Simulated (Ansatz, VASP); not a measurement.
# Si2C3 in VASP and in Ansatz

```
Si C
1.0
     2.56766    0.00000    0.00000
    -1.28383    2.22366    0.00000
     0.00000    0.00000   12.05591
Si C
2 3
Cartesian
  0.0000 0.0000 10.8503
  0.0000 0.0000 1.2056
  0.0000 0.0000 3.6168
  0.0000 0.0000 6.0280
  0.0000 0.0000 8.4391
```

Alike in both runs: task relaxation of cell and atoms; functional PBE; k mesh 6 × 6 × 2; occupations gaussian, width 0.1 eV; no spin polarisation.

|  | VASP | Ansatz |
| --- | --- | --- |
| version | VASP 6.6.1 | Ansatz 0.2.0 |
| potentials or method | VASP PAW PBE potentials, release 64 (Si, C), cutoff 600 eV | scalar-relativistic, plane waves, PAW |
| valence electrons in the cell | 20 | 20 |

```csv
,VASP,Ansatz,Ansatz less VASP
"gap on the k mesh at the Fermi level, each at its own relaxed structure (eV)",none,none,-
relaxed volume (Å³/atom),12.19,12.22,+0.025
relaxed cell length with the largest relative difference (Å),8.915,8.927,+0.0122
```

A gap of «none» marks a metal or a gap that the smearing closes.

The k mesh is coarse, so the values compare programs but aren't converged.
